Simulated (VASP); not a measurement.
Crystal: BaHfO3.

```xyz
5
Lattice="4.1771 0.0000 0.0000 0.0000 4.1771 0.0000 0.0000 0.0000 4.1770" Properties=species:S:1:pos:R:3 pbc="T T T"
Ba    2.0885    2.0885    4.1687
Hf    0.0000    0.0000    2.0801
O     0.0000    2.0885    2.0802
O     2.0885    0.0000    2.0802
O     0.0000    0.0000    4.1687
```

Base run:

| Property | Result |
| --- | --- |
| Program | VASP 6.6.1 |
| Functional | PBE |
| Potentials or basis | VASP PAW PBE potentials, release 64 (Ba_sv, Hf_pv, O) |
| Cutoff | 520 eV |
| k mesh | 6 × 6 × 6 |
| Occupations | fermi-dirac, width 0.02 eV |
| Spin | no spin polarisation |

Its results: band gap on the k mesh 3.58 eV, indirect (least direct gap 3.80 eV); pressure 2.9 GPa.

Question: The run is repeated on the same cell with these changes: functional from PBE to r2SCAN; occupations from fermi-dirac, width 0.02 eV to gaussian, width 0.01 eV. What comes out?

Answer: Band gap on the k mesh 4.11 eV, indirect (least direct gap 4.35 eV); pressure -0.7 GPa.

Caveats: spin-orbit coupling is left out, which moves the levels of the heavy elements; the PAW data sets were made with another functional, which shifts forces and pressure a little (some runs).

A k mesh can miss the band edges.
